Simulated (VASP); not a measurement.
# C (P6_3/mmc) in VASP: further runs, part 2 of 2

VASP 6.6.1. Earlier steps stand in the parts before.

### 3 Relaxation of cell and atoms, PBE+D3(BJ)

This run uses another cell than the first one, of 10.28 Å³/atom.

File INCAR:

```
ALGO = Normal ; EDIFF = 1E-6
EDIFFG = -0.005 ; ENCUT = 600
GGA = PE ; IBRION = 2
ISIF = 3 ; ISMEAR = 0
IVDW = 12 ; LASPH = T
LCHARG = F ; LREAL = F
LWAVE = F ; NELM = 60
NSW = 100 ; PREC = Accurate
SIGMA = 0.1
```

File KPOINTS:

```
k-points
0
Gamma
  21 21 6
```

File POSCAR:

```
C
1.0
    2.4672912616      0.0000000000      0.0000000000
   -1.2336456308      2.1367369111      0.0000000000
    0.0000000000      0.0000000000      7.8030730000
C
4
Direct
    0.0000000000      0.0000000000      0.2500000000
    0.0000000000      0.0000000000      0.7500000000
    0.3333333300      0.6666666700      0.2500000000
    0.6666666700      0.3333333300      0.7500000000
```

Potentials or basis: VASP PAW PBE potentials, release 64 (C).

Launch:

```sh
cat potpaw_PBE.64/C/POTCAR > POTCAR
mpirun -np 1 vasp_std > vasp.out
```

OUTCAR:

```text
EDIFF = 1E-6
   EDIFFG = -0.005
   ENCUT = 600
   GGA = PE
   IBRION = 2
   ISIF = 3
   ISMEAR = 0
   IVDW = 12
   LASPH = T
   LREAL = F
   NELM = 60
   NSW = 100
   PREC = Accurate
 IVDW          = 12

 ion  position               nearest neighbor table
   1  0.000  0.000  0.250-   3 1.42   3 1.42   3 1.42
   2  0.000  0.000  0.750-   4 1.42   4 1.42   4 1.42
   3  0.333  0.667  0.250-   1 1.42   1 1.42   1 1.42
   4  0.667  0.333  0.750-   2 1.42   2 1.42   2 1.42

  LATTYP: Found a hexagonal cell.
 ALAT       =     2.4672912616
 C/A-ratio  =     3.1626071561

  Lattice vectors:

 A1 = (   2.4672912616,   0.0000000000,   0.0000000000)
 A2 = (  -1.2336456308,   2.1367369111,   0.0000000000)
 A3 = (   0.0000000000,   0.0000000000,   7.8030730000)

Analysis of symmetry for initial positions (statically):
=====================================================================
 Subroutine PRICEL returns:
 Original cell was already a primitive cell.

 Routine SETGRP: Setting up the symmetry group for a
 hexagonal supercell.

 Subroutine GETGRP returns: Found 24 space group operations
 (whereof 12 operations were pure point group operations)
 out of a pool of 24 trial point group operations.

The static configuration has the point symmetry D_3d.
 The point group associated with its full space group is D_6h.

Analysis of symmetry for dynamics (positions and initial velocities):
[... 155 lines left out ...]

--------------------------------------- Ionic step        1  -------------------------------------------

 number of electron      16.0000001 magnetization

 Free energy of the ion-electron system (eV)
  ---------------------------------------------------
  ext. energy  EPLUGINS =         0.00000000
  ---------------------------------------------------
  free energy    TOTEN  =       -36.91031810 eV

  energy without entropy =      -36.90968592  energy(sigma->0) =      -36.91000201

------------------------ aborting loop because EDIFF is reached ----------------------------------------

 Edisp (eV)   -0.52304

 E8    (eV) :    -0.1459
[... 840 lines left out ...]
      1     -14.0229      2.00000
      2     -13.8690      2.00000
      3      -3.0553      2.00000
      4      -3.0136      2.00000
      5      -2.3601      2.00000
      6      -1.3973      2.00000
      7      -1.3720      2.00000
      8      -1.1023      2.00000
      9       9.7905      0.00000
     10      11.3232      0.00000
     11      11.6450      0.00000
     12      13.0824      0.00000

 [... further k-points ...]

[... ionic steps 4 to 11 ...]

--------------------------------------- Ionic step       12  -------------------------------------------

 number of electron      16.0000000 magnetization

------------------------ aborting loop because EDIFF is reached ----------------------------------------
[... 79 lines left out ...]
--------------------------------------- Ionic step       14  -------------------------------------------

 number of electron      16.0000001 magnetization

 Free energy of the ion-electron system (eV)
  ---------------------------------------------------
  ext. energy  EPLUGINS =         0.00000000
  ---------------------------------------------------
  free energy    TOTEN  =       -36.86289128 eV

  energy without entropy =      -36.86230227  energy(sigma->0) =      -36.86259677

 E-fermi :   4.7138     XC(G=0): -10.3581

 val. band max:        4.7110521210   @ k =   0.3333   0.3333   0.5000
 cond. band min:       4.7230834259   @ k =   0.3333   0.3333   0.3333
 fundamental gap:      0.0120313048
 Fermi energy:         4.7137529024
[... 395 lines left out ...]
  FREE ENERGIE OF THE ION-ELECTRON SYSTEM (eV)
  ---------------------------------------------------
  free  energy   TOTEN  =       -37.4920239424 eV

  energy  without entropy=      -37.4914349296  energy(sigma->0) =      -37.49172944

 reached required accuracy - stopping structural energy minimisation
```

CONTCAR:

```text
C
   1.00000000000000
     2.4650213149768749    0.0000000000000000    0.0000000000000000
    -1.2325106574884375    2.1347710796590746   -0.0000000000000000
     0.0000000000000000   -0.0000000000000000    6.6761773240396112
  C
     4
Direct
     0.0000000000000000    0.0000000000000000    0.2500000000000000
     0.0000000000000000    0.0000000000000000    0.7500000000000000
     0.3333333300000021    0.6666666699999979    0.2500000000000000
     0.6666666699999979    0.3333333300000021    0.7500000000000000

  0.00000000E+00  0.00000000E+00  0.00000000E+00
  0.00000000E+00  0.00000000E+00  0.00000000E+00
  0.00000000E+00  0.00000000E+00  0.00000000E+00
  0.00000000E+00  0.00000000E+00  0.00000000E+00
```

It took 5.4 min on 1 thread of AMD EPYC 9R45 (Zen 5), shared host; peak memory 0.22 GiB.

What came out:

```
Free energy                           : -37.4920 eV
Relaxed volume                        : 8.78 Å³/atom
Relaxed cell                          : a = 2.465 Å, b = 2.465 Å, c = 6.676 Å, α = 90.00°, β = 90.00°, γ = 120.00°
Space group after relaxing (to 0.1 Å) : P6_3/mmc (No. 194)
Energy gained by relaxing             : 14.7 meV/atom
Ionic steps                           : 14
Pressure after relaxing               : 0.0 GPa
Band gap on the k mesh                : zero (bands 8 and 9 overlap by 0.03 eV)
Dispersion energy per atom            : -0.157 eV
```

The path:
| step | energy change (eV) | largest force (eV/Å) | pressure (GPa) | volume (Å³) |
| --- | --- | --- | --- | --- |
| 1 | 0.0000 | 0.0000 | -1.14 | 41.14 |
| 2 | -0.0031 | 0.0000 | 0.35 | 40.70 |
| 3 | -0.0038 | 0.0000 | 1.53 | 40.38 |
| 4 | -0.0046 | 0.0000 | 1.57 | 40.32 |
| 5 | -0.0071 | 0.0000 | 1.52 | 40.14 |
| 6 | -0.0119 | 0.0000 | 1.56 | 39.78 |
| 7 | -0.0214 | 0.0000 | 1.62 | 39.07 |
| 8 | -0.0389 | 0.0000 | 1.76 | 37.64 |
| 9 | -0.0564 | 0.0000 | 2.49 | 34.79 |
| 10 | -0.0536 | 0.0000 | -3.55 | 35.33 |
| 11 | -0.0586 | 0.0000 | 0.05 | 35.01 |
| 12 | -0.0586 | 0.0000 | 0.03 | 35.02 |
| 13 | -0.0586 | 0.0000 | 0.01 | 35.06 |
| 14 | -0.0587 | 0.0000 | -0.01 | 35.13 |

Final structure:
```yaml
crystal:
  lattice:
    - [2.46502, 0.00000, 0.00000]
    - [-1.23251, 2.13477, 0.00000]
    - [0.00000, 0.00000, 6.67618]
  atoms:
    - { symbol: C, position: [0.00000, 0.00000, 0.25000] }
    - { symbol: C, position: [0.00000, 0.00000, 0.75000] }
    - { symbol: C, position: [0.33333, 0.66667, 0.25000] }
    - { symbol: C, position: [0.66667, 0.33333, 0.75000] }
```

### 4 Relaxation of cell and atoms, PBE+D3(BJ)

File INCAR:

```
SYSTEM = C
PREC     = Accurate       ! precision mode
ENCUT    = 600            ! plane-wave cutoff, eV
EDIFF    = 1E-6           ! SCF threshold, eV
ISMEAR   = 0              ! smearing method
SIGMA    = 0.1            ! smearing width, eV
LREAL    = .FALSE.        ! projectors in reciprocal space
LASPH    = .TRUE.         ! aspherical terms in the spheres
NELM     = 60             ! most SCF steps
ALGO     = Normal         ! electronic algorithm
ISIF     = 3              ! what is computed and relaxed
LWAVE    = .FALSE.        ! write WAVECAR
LCHARG   = .FALSE.        ! write CHGCAR
GGA      = PE             ! functional
IVDW     = 12             ! dispersion correction
IBRION   = 2              ! ionic algorithm
NSW      = 100            ! ionic steps
EDIFFG   = -0.005         ! ionic threshold
```

File KPOINTS:

```
regular mesh
0
G
  21 21 6
  0 0 0
```

File POSCAR:

```
C
1.0
    2.4649740423      0.0000000000      0.0000000000
   -1.2324870212      2.1347301403      0.0000000000
    0.0000000000      0.0000000000      6.7441727653
C
4
Direct
    0.0000000000      0.0000000000      0.2500000000
    0.0000000000      0.0000000000      0.7500000000
    0.3333333333      0.6666666667      0.2500000000
    0.6666666667      0.3333333333      0.7500000000
```

Launch:

```sh
cat potpaw_PBE.64/C/POTCAR > POTCAR
mpirun -np 1 vasp_std > vasp.out
```

It took 2.9 min on 1 thread of AMD EPYC 9R45 (Zen 5), shared host; peak memory 0.19 GiB.

The run converged. Its results:

```
Free energy                           : -37.4798 eV
Relaxed volume                        : 8.77 Å³/atom
Relaxed cell                          : a = 2.465 Å, b = 2.465 Å, c = 6.665 Å, α = 90.00°, β = 90.00°, γ = 120.00°
Space group after relaxing (to 0.1 Å) : P6_3/mmc (No. 194)
Energy gained by relaxing             : 0.1 meV/atom
Ionic steps                           : 9
Pressure after relaxing               : 0.0 GPa
Band gap on the k mesh                : zero (bands 8 and 9 overlap by 0.03 eV)
Dispersion energy per atom            : -0.158 eV
```

Stress tensor (GPa, compression positive):
```
-0.06  0.00  0.00
 0.00 -0.06  0.00
 0.00  0.00  0.07
```

Step by step:
| step | energy change (eV) | largest force (eV/Å) | pressure (GPa) | volume (Å³) |
| --- | --- | --- | --- | --- |
| 1 | 0.0000 | 0.0000 | 0.02 | 35.49 |
| 2 | 0.0000 | 0.0000 | -0.40 | 35.49 |
| 3 | 0.0000 | 0.0000 | -0.29 | 35.49 |
| 4 | -0.0001 | 0.0000 | -0.28 | 35.47 |
| 5 | -0.0002 | 0.0000 | -0.27 | 35.42 |
| 6 | -0.0003 | 0.0000 | -0.32 | 35.32 |
| 7 | -0.0003 | 0.0000 | -0.33 | 35.12 |
| 8 | -0.0003 | 0.0000 | 0.53 | 35.01 |
| 9 | -0.0004 | 0.0000 | -0.02 | 35.08 |

Final structure:
```
CELL_PARAMETERS angstrom
2.46533 0.00000 0.00000
-1.23266 2.13504 0.00000
0.00000 0.00000 6.66493
ATOMIC_POSITIONS crystal
C 0.00000 0.00000 0.25000
C 0.00000 0.00000 0.75000
C 0.33333 0.66667 0.25000
C 0.66667 0.33333 0.75000
```

Levels at points of the mesh, in eV from the Fermi level:
```csv
k point,band 6,band 7,band 8,band 9,band 10,band 11
"(0.00, 0.00, 0.00)",-3.01,-2.99,-2.99,4.35,8.32,8.33
"(0.00, 0.00, 0.50)",-3.00,-3.00,-3.00,7.05,7.05,8.35
```

### 5 Relaxation of shape and atoms at fixed volume, PBE+D3(BJ) (8.07 Å³/atom)

This run uses another cell than the first one, of 8.07 Å³/atom.

File INCAR:

```
SYSTEM = C
PREC = Accurate
ENCUT = 600
EDIFF = 1E-6
ISMEAR = 0
SIGMA = 0.1
LREAL = .False.
LASPH = .True.
NELM = 100
ALGO = Normal
ISIF = 4
LWAVE = .False.
LCHARG = .False.
GGA = PE
IVDW = 12
IBRION = 2
NSW = 50
EDIFFG = -0.01
```

File KPOINTS:

```
regular mesh
0
Gamma
  21 21 6
  0 0 0
```

File POSCAR:

```
C
1.0
    2.4334769359      0.0000000000      0.0000000000
   -1.2167384679      2.1074528460      0.0000000000
    0.0000000000      0.0000000000      6.2970961377
C
4
Direct
    0.0000000000      0.0000000000      0.2500000000
    0.0000000000      0.0000000000      0.7500000000
    0.3333333333      0.6666666667      0.2500000000
    0.6666666667      0.3333333333      0.7500000000
```

Launch:

```sh
cat potpaw_PBE.64/C/POTCAR > POTCAR
mpirun -np 1 vasp_std > vasp.out
```

Run time: 2.7 min. Hardware: 1 thread of Intel Xeon 8259CL, shared host; peak memory 0.21 GiB.

It converged, with:

* Free energy: -37.4360 eV
* Energy gained by relaxing: 7.8 meV/atom
* Ionic steps: 3
* Pressure after relaxing: 4.6 GPa
* Band gap on the k mesh: zero (bands 8 and 9 overlap by 0.06 eV)
* Dispersion energy per atom: -0.172 eV

Step by step:
| step | energy change (eV) | largest force (eV/Å) | pressure (GPa) | volume (Å³) |
| --- | --- | --- | --- | --- |
| 1 | 0.0000 | 0.0000 | 13.89 | 32.29 |
| 2 | -0.0272 | 0.0000 | 1.35 | 32.29 |
| 3 | -0.0313 | 0.0000 | 4.58 | 32.29 |

Final structure:
```yaml
crystal:
  lattice:
    - [2.45711, 0.00000, 0.00000]
    - [-1.22856, 2.12792, 0.00000]
    - [0.00000, 0.00000, 6.17653]
  atoms:
    - { symbol: C, position: [0.00000, 0.00000, 0.25000] }
    - { symbol: C, position: [0.00000, 0.00000, 0.75000] }
    - { symbol: C, position: [0.33333, 0.66667, 0.25000] }
    - { symbol: C, position: [0.66667, 0.33333, 0.75000] }
```

Levels at points of the mesh, in eV from the Fermi level:
| k point | band 5 | band 6 | band 7 | band 8 | band 9 | band 10 | band 11 | band 12 |
| --- | --- | --- | --- | --- | --- | --- | --- | --- |
| (0.00, 0.00, 0.00) | -2.98 | -2.98 | -2.94 | -2.94 | 5.12 | 8.40 | 8.40 | 8.50 |
| (0.00, 0.00, 0.50) | -2.96 | -2.96 | -2.96 | -2.96 | 8.45 | 8.45 | 8.45 | 8.45 |

### 6 The runs side by side

| task | cell | cutoff (eV) | gap on the mesh (eV) | pressure (GPa) | relaxed volume (Å³/atom) |
| --- | --- | --- | --- | --- | --- |
| single point | a = 2.465, b = 2.465, c = 6.744 Å, angles 90.0, 90.0, 120.0°, 4 atoms | 520 | none | 0.4 | - |
| relaxation of cell and atoms | relaxed from a = 2.467, b = 2.467, c = 7.803 Å, angles 90.0, 90.0, 120.0°, 4 atoms | 600 | none | 0.0 | 8.78 |
| relaxation of cell and atoms | relaxed from a = 2.465, b = 2.465, c = 6.744 Å, angles 90.0, 90.0, 120.0°, 4 atoms | 600 | none | 0.0 | 8.77 |
| relaxation of shape and atoms at fixed volume | relaxed from a = 2.433, b = 2.433, c = 6.297 Å, angles 90.0, 90.0, 120.0°, 4 atoms | 600 | none | 4.6 | - |

Alike in all rows: level PBE+D3(BJ); potentials or basis VASP PAW PBE potentials, release 64 (C); no spin polarisation; k mesh 21 × 21 × 6; smearing gaussian 0.1 eV.

Total energies depend on the potentials used, so only differences within one code and one set of settings carry meaning.
